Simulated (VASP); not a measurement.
# MoS3 (Pm-3n) in VASP: further runs

MoS3 is run at these levels: PBE; tasks: single point, relaxation of cell and atoms.

Everything below comes from runs of VASP 6.6.1. Logs are shortened: lines on timing, memory, paths and dates and some standing lists are left out, and cuts for length are marked.

## (1) The cell of the first run

It takes space group Pm-3n (No. 223, cubic). Conventional cell: a = 4.925 Å, b = 4.925 Å, c = 4.925 Å, α = 90.00°, β = 90.00°, γ = 90.00°. Mo (site symmetry m-3) has 12 S at 2.75 Å within 3.6 Å. S (site symmetry -4m2) has 10 S at 2.46 to 3.02 Å and 4 Mo at 2.75 Å within 3.3 Å.

The cell was generated, and may not be a known phase.

## (2) Single point, PBE

The input, INCAR:

```
PREC = Accurate ; ENCUT = 520
EDIFF = 1E-6 ; ISMEAR = 0
SIGMA = 0.1 ; LREAL = F
LASPH = T ; NELM = 60
ALGO = Normal ; ISIF = 2
LWAVE = F ; LCHARG = F
GGA = PE ; NBANDS = 42
```

The input, KPOINTS:

```
Automatic mesh
0
Gamma
  8 8 8
```

The input, POSCAR:

```
MoS3
1.0
    4.9248315586      0.0000000000      0.0000000000
    0.0000000000      4.9248315586      0.0000000000
    0.0000000000      0.0000000000      4.9248315586
Mo S
2 6
Direct
    0.0000000000      0.0000000000      0.0000000000
    0.5000000000      0.5000000000      0.5000000000
    0.2500000000      0.0000000000      0.5000000000
    0.5000000000      0.7500000000      0.0000000000
    0.7500000000      0.0000000000      0.5000000000
    0.5000000000      0.2500000000      0.0000000000
    0.0000000000      0.5000000000      0.7500000000
    0.0000000000      0.5000000000      0.2500000000
```

Potentials or basis: VASP PAW PBE potentials, release 64 (Mo_sv, S).

Run with:

```sh
$ cat potpaw_PBE.64/Mo_sv/POTCAR potpaw_PBE.64/S/POTCAR > POTCAR
$ mpirun -np 1 vasp_std > vasp.out
```

OUTCAR:

```text
PREC = Accurate
   ENCUT = 520
   EDIFF = 1E-6
   ISMEAR = 0
   LREAL = F
   LASPH = T
   NELM = 60
   ISIF = 2
   GGA = PE

 ion  position               nearest neighbor table
   1  0.000  0.000  0.000-   3 2.75   4 2.75   5 2.75   6 2.75   7 2.75   8 2.75   3 2.75   5 2.75
                             7 2.75   8 2.75   4 2.75   6 2.75
   2  0.500  0.500  0.500-   3 2.75   4 2.75   5 2.75   6 2.75   7 2.75   8 2.75   4 2.75   6 2.75
                             3 2.75   5 2.75   7 2.75   8 2.75
   3  0.250  0.000  0.500-   5 2.46   5 2.46   1 2.75   1 2.75   2 2.75   2 2.75
   4  0.500  0.750  0.000-   6 2.46   6 2.46   1 2.75   2 2.75   2 2.75   1 2.75
   5  0.750  0.000  0.500-   3 2.46   3 2.46   1 2.75   1 2.75   2 2.75   2 2.75
   6  0.500  0.250  0.000-   4 2.46   4 2.46   1 2.75   2 2.75   2 2.75   1 2.75
   7  0.000  0.500  0.750-   8 2.46   8 2.46   1 2.75   2 2.75   1 2.75   2 2.75
   8  0.000  0.500  0.250-   7 2.46   7 2.46   1 2.75   2 2.75   1 2.75   2 2.75

  LATTYP: Found a simple cubic cell.
 ALAT       =     4.9248315586

  Lattice vectors:

 A1 = (   4.9248315586,   0.0000000000,   0.0000000000)
 A2 = (   0.0000000000,   4.9248315586,   0.0000000000)
 A3 = (   0.0000000000,   0.0000000000,   4.9248315586)

Analysis of symmetry for initial positions (statically):
=====================================================================
 Subroutine PRICEL returns:
 Original cell was already a primitive cell.

 Routine SETGRP: Setting up the symmetry group for a
 simple cubic supercell.

 Subroutine GETGRP returns: Found 48 space group operations
 (whereof 24 operations were pure point group operations)
 out of a pool of 48 trial point group operations.

The static configuration has the point symmetry T_h .
 The point group associated with its full space group is O_h .

Analysis of symmetry for dynamics (positions and initial velocities):
=====================================================================
 Subroutine PRICEL returns:
 Original cell was already a primitive cell.

 Routine SETGRP: Setting up the symmetry group for a
 simple cubic supercell.

 Subroutine GETGRP returns: Found 48 space group operations
 (whereof 24 operations were pure point group operations)
 out of a pool of 48 trial point group operations.

The dynamic configuration has the point symmetry T_h .
 The point group associated with its full space group is O_h .

 Subroutine INISYM returns: Found 48 space group operations
 (whereof 24 operations are pure point group operations),
 and found     1 'primitive' translations

----------------------------------------------------------------------------------------

                                     Primitive cell

  volume of cell :     119.4467

  direct lattice vectors                    reciprocal lattice vectors
     4.924831559  0.000000000  0.000000000     0.203052630  0.000000000  0.000000000
     0.000000000  4.924831559  0.000000000     0.000000000  0.203052630  0.000000000
     0.000000000  0.000000000  4.924831559     0.000000000  0.000000000  0.203052630

  length of vectors
     4.924831559  4.924831559  4.924831559     0.203052630  0.203052630  0.203052630

  position of ions in fractional coordinates (direct lattice)
     0.000000000  0.000000000  0.000000000
     0.500000000  0.500000000  0.500000000
     0.250000000  0.000000000  0.500000000
     0.500000000  0.750000000  0.000000000
     0.750000000  0.000000000  0.500000000
     0.500000000  0.250000000  0.000000000
     0.000000000  0.500000000  0.750000000
     0.000000000  0.500000000  0.250000000

  ion indices of the primitive-cell ions
   primitive index   ion index
                 1           1
                 2           2
                 3           3
                 4           4
                 5           5
                 6           6
                 7           7
                 8           8

----------------------------------------------------------------------------------------

 KPOINTS: Automatic mesh

Automatic generation of k-mesh.
 Grid dimensions read from file:
 generate k-points for:    8    8    8

 Generating k-lattice:

  Cartesian coordinates                     Fractional coordinates (reciprocal lattice)
     0.025381579  0.000000000  0.000000000     0.125000000  0.000000000  0.000000000
     0.000000000  0.025381579  0.000000000     0.000000000  0.125000000  0.000000000
     0.000000000  0.000000000  0.025381579     0.000000000  0.000000000  0.125000000

  Length of vectors
     0.025381579  0.025381579  0.025381579

  Shift w.r.t. Gamma in fractional coordinates (k-lattice)
     0.000000000  0.000000000  0.000000000

 Subroutine IBZKPT returns following result:
 ===========================================

 Found     35 irreducible k-points:

 Following reciprocal coordinates:
            Coordinates               Weight
  0.000000  0.000000  0.000000      1.000000
  0.125000  0.000000  0.000000      6.000000
  0.250000  0.000000  0.000000      6.000000
  0.375000  0.000000  0.000000      6.000000
  0.500000  0.000000  0.000000      3.000000
  0.125000  0.125000  0.000000     12.000000
[... 16 lines left out ...]
  0.375000  0.375000  0.125000     24.000000
  0.500000  0.375000  0.125000     24.000000
 [... further k-points ...]
   k-points           NKPTS =     35   k-points in BZ     NKDIM =     35   number of bands    NBANDS=     42
   number of dos      NEDOS =    301   number of ions     NIONS =      8
   total plane-waves  NPLWV =  64000
   dimension x,y,z NGX =    40 NGY =   40 NGZ =   40
   dimension x,y,z NGXF=    80 NGYF=   80 NGZF=   80
   ions per type =               2   6
   NGX,Y,Z   is equivalent  to a cutoff of  13.50, 13.50, 13.50 a.u.
   NGXF,Y,Z  is equivalent  to a cutoff of  27.01, 27.01, 27.01 a.u.
 SYSTEM =  unknown system
   PREC   = accura    normal or accurate (medium, high low for compatibility)
   ISTART =      0    job   : 0-new  1-cont  2-samecut
   ICHARG =      2    charge: 1-file 2-atom 10-const
   ISPIN  =      1    spin polarized calculation?
   LNONCOLLINEAR =      F non collinear calculations
   LSORBIT =      F    spin-orbit coupling
   LASPH  =      T    aspherical Exc in radial PAW
   ENCUT  =  520.0 eV  38.22 Ry    6.18 a.u.   9.16  9.16  9.16*2*pi/ulx,y,z
   NELM   =     60;   NELMIN=  2; NELMDL= -5     # of ELM steps
   EDIFF  = 0.1E-05   stopping-criterion for ELM
   LREAL  =      F    real-space projection
   EDIFFG = 0.1E-04   stopping-criterion for IOM
   NSW    =      0    number of steps for IOM
   IBRION =     -1    ionic relax: 0-MD 1-quasi-New 2-CG
   NFREE  =      0    steps in history (QN), initial steepest desc. (CG)
   ISIF   =      2    stress and relaxation
   ISYM   =      2    0-nonsym 1-usesym 2-fastsym
   POTIM  = 0.5000    time-step for ionic-motion
   TEBEG  =    0.0;   TEEND  =   0.0 temperature during run
   PSTRESS=    0.0 pullay stress
   NELECT =      64.0000    total number of electrons
   NUPDOWN=      -1.0000    fix difference up-down
   EMIN   =  10.00;   EMAX   =-10.00  energy-range for DOS
   EFERMI =   0.00;   METHOD = LEGACY
   ISMEAR =     0;   SIGMA  =   0.10  broadening in eV -4-tet -1-fermi 0-gaus
   EFERMI_NEDOS =   21; number of points for ismear=-14 and -15
   IALGO  =     38    algorithm
   IMIX   =      4    mixing-type and parameters
     AMIX     =   0.40;   BMIX     =  1.00
     AMIX_MAG =   1.60;   BMIX_MAG =  1.00
  volume/ion in A,a.u.               =      14.93       100.76
  Fermi-wavevector in a.u.,A,eV,Ry     =   1.329669  2.512709 24.055356  1.768019
  Thomas-Fermi vector in A             =   2.458814
   LORBIT       =      0    0 simple, 1 ext, 2 COOP (PROOUT), +10 PAW based schemes
   GGA     = PE    functional components
   LHFCALC =     F    Hartree Fock is set to
   AEXX    =    0.0000 exact exchange contribution
   IVDW    =     0    specifies the selected vdW correction
   LEPSILON=     F    determine dielectric tensor
   LRPA    =     F    only Hartree local field effects (RPA)
 non-spin polarized calculation
 Gauss-broadening in eV      SIGMA  =   0.10
  energy-cutoff  :      520.00
  volume of cell :      119.45
 maximum number of plane-waves:      3238
 NGX is ok and might be reduce to    40
   NGX = 19   NGY = 19   NGZ = 19

 number of electron      64.0000003 magnetization

 Free energy of the ion-electron system (eV)
  ---------------------------------------------------
  ext. energy  EPLUGINS =         0.00000000
  ---------------------------------------------------
  free energy    TOTEN  =       -43.69060044 eV

  energy without entropy =      -43.66336978  energy(sigma->0) =      -43.67698511

 E-fermi :  10.3975     XC(G=0): -11.9675

 val. band max:       10.3938024176   @ k =   0.2500   0.1250   0.0000
 cond. band min:      10.4246891289   @ k =   0.5000   0.3750   0.2500
 fundamental gap:      0.0308867113
 Fermi energy:        10.3974587737

 k-point     1 :       0.0000    0.0000    0.0000
  band No.  band energies     occupation
      1     -51.6373      2.00000
      2     -51.6363      2.00000
      3     -25.6958      2.00000
      4     -25.6958      2.00000
      5     -25.6958      2.00000
      6     -25.6836      2.00000
[... 34 lines left out ...]
     41      13.8436      0.00000
     42      14.0047      0.00000

 k-point     2 :       0.1250    0.0000    0.0000
  band No.  band energies     occupation
      1     -51.6373      2.00000
      2     -51.6363      2.00000
      3     -25.6958      2.00000
      4     -25.6953      2.00000
      5     -25.6953      2.00000
      6     -25.6845      2.00000
[... 34 lines left out ...]
     41      13.5737      0.00000
     42      13.9273      0.00000

 k-point     3 :       0.2500    0.0000    0.0000
  band No.  band energies     occupation
      1     -51.6372      2.00000
      2     -51.6364      2.00000
      3     -25.6957      2.00000
      4     -25.6939      2.00000
      5     -25.6939      2.00000
      6     -25.6870      2.00000
[... 897 lines left out ...]
      4     -25.6989      2.00000
      5     -25.6912      2.00000
      6     -25.6886      2.00000
[... 34 lines left out ...]
     41      12.2122      0.00000
     42      13.3775      0.00000

 k-point    24 :       0.5000    0.3750    0.1250
  band No.  band energies     occupation
      1     -51.6368      2.00000
      2     -51.6368      2.00000
      3     -25.7003      2.00000
      4     -25.7002      2.00000
      5     -25.6898      2.00000
      6     -25.6898      2.00000
[... 34 lines left out ...]
     41      12.0842      0.00000
     42      13.3558      0.00000

 [... further k-points ...]

------------------------ aborting loop because EDIFF is reached ----------------------------------------

  FORCE on cell =-STRESS in cart. coord.  units (eV):
  Direction    XX          YY          ZZ          XY          YZ          ZX
  --------------------------------------------------------------------------------------
  -------------------------------------------------------------------------------------
  Total       -0.0841663     -0.0841663     -0.0841663     -0.0000000      0.0000000      0.0000000
  in kB       -1.1289504     -1.1289504     -1.1289504     -0.0000000      0.0000000      0.0000000
  external PRESSURE =      -1.1289504 kB  Pullay stress =       0.0000000 kB

 VOLUME and BASIS-vectors are now :
 -----------------------------------------------------------------------------
  energy-cutoff  :      520.00
  volume of cell :      119.45
      direct lattice vectors                 reciprocal lattice vectors
     4.924831559  0.000000000  0.000000000     0.203052630  0.000000000  0.000000000
     0.000000000  4.924831559  0.000000000     0.000000000  0.203052630  0.000000000
     0.000000000  0.000000000  4.924831559     0.000000000  0.000000000  0.203052630

 POSITION                                       TOTAL-FORCE (eV/Angst)
 -----------------------------------------------------------------------------------
      0.00000      0.00000      0.00000        -0.000000      0.000000      0.000000
      2.46242      2.46242      2.46242        -0.000000      0.000000      0.000000
      1.23121      0.00000      2.46242        -0.000000     -0.000000     -0.000000
      2.46242      3.69362      0.00000        -0.000000      0.000000     -0.000000
      3.69362      0.00000      2.46242         0.000000      0.000000      0.000000
      2.46242      1.23121      0.00000         0.000000     -0.000000      0.000000
      0.00000      2.46242      3.69362        -0.000000     -0.000000      0.000000
      0.00000      2.46242      1.23121         0.000000      0.000000      0.000000
 -----------------------------------------------------------------------------------
    total drift:                                0.000000      0.000000     -0.000000

  FREE ENERGIE OF THE ION-ELECTRON SYSTEM (eV)
  ---------------------------------------------------
  free  energy   TOTEN  =       -43.6906004365 eV

  energy  without entropy=      -43.6633697759  energy(sigma->0) =      -43.67698511
```

It took 5.4 min on 1 thread of Intel Xeon 8259CL, shared host; peak memory 0.31 GiB.

What came out:

| Quantity | Value |
| --- | --- |
| Free energy | -43.6906 eV |
| Pressure | -0.1 GPa |
| Band gap on the k mesh | zero (bands 32 and 33 overlap by 1.08 eV) |

(Continued in part 2 of 3.)

The gap in the log of VASP goes by the Fermi energy; the results here count the filled bands.